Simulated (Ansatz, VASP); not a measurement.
# C in VASP and in Ansatz

Contents of INCAR:

```
SYSTEM = C
PREC = Accurate
ENCUT = 520
EDIFF = 1E-6
ISMEAR = 0
SIGMA = 0.15
LREAL = .False.
LASPH = .True.
NELM = 80
ALGO = Normal
ISIF = 2
LWAVE = .False.
LCHARG = .False.
GGA = PS
NBANDS = 16
```

The input KPOINTS:

```
Automatic mesh
0
Gamma
  21 21 6
  0 0 0
```

Contents of POSCAR:

```
C
1.0
    1.1426803822     -2.0873239536      0.0000000000
    1.1426803822      2.0873239536      0.0000000000
    0.0000000000      0.0000000000      7.2331058572
C
4
Direct
    0.0833216498      0.9166783502      0.7498439858
    0.5833216498      0.4166783502      0.2501560142
    0.9166783502      0.0833216498      0.2501560142
    0.4166783502      0.5833216498      0.7498439858
```

Input for Ansatz:

```yaml
crystal:
  lattice:
    - [1.1426803822, -2.0873239536, 0.0]
    - [1.1426803822, 2.0873239536, 0.0]
    - [0.0, 0.0, 7.2331058572]
  atoms:
    - { symbol: C, position: [0.0833216498, 0.9166783502, 0.7498439858] }
    - { symbol: C, position: [0.5833216498, 0.4166783502, 0.2501560142] }
    - { symbol: C, position: [0.9166783502, 0.0833216498, 0.2501560142] }
    - { symbol: C, position: [0.4166783502, 0.5833216498, 0.7498439858] }
basis:
  ecutwfc: 520.0
kpoints:
  mp_grid: { grid: [21, 21, 6] }
hamiltonian:
  xc: pbesol
  pseudopotentials: { kind: paw, azcp: { folder: soft_1 } }
scf:
  occupations: { method: gaussian, width: 0.15 }
output:
  forces: true
  stress: true
  eigenvalues: true
```

Change from the starting cell: volume 8.626 Å^3 an atom, stretch along a over the lengths across it, relative to the relaxed cell 0.9480.

Alike in both runs: task single point; functional PBEsol; k mesh 21 × 21 × 6; occupations gaussian, width 0.15 eV; no spin polarisation.

```csv
,VASP,Ansatz
version,VASP 6.6.1,Ansatz 0.2.0
potentials or method,"VASP PAW PBE potentials, release 64 (C), cutoff 520 eV","scalar-relativistic, plane waves, PAW"
valence electrons in the cell,16,16
```

```csv
,VASP,Ansatz,Ansatz less VASP
gap on the k mesh at the Fermi level (eV),0.24,0.24,-0.001
least direct gap on the mesh (eV),0.24,0.24,-0.001
rms of the force components (eV/Å),0.745,0.738,-0.0067
```

VASP's potentials were made for PBE, not for PBEsol, and Ansatz warns of the same on its side. Atom by atom the forces differ by 0.007 eV/Å (rms over components).
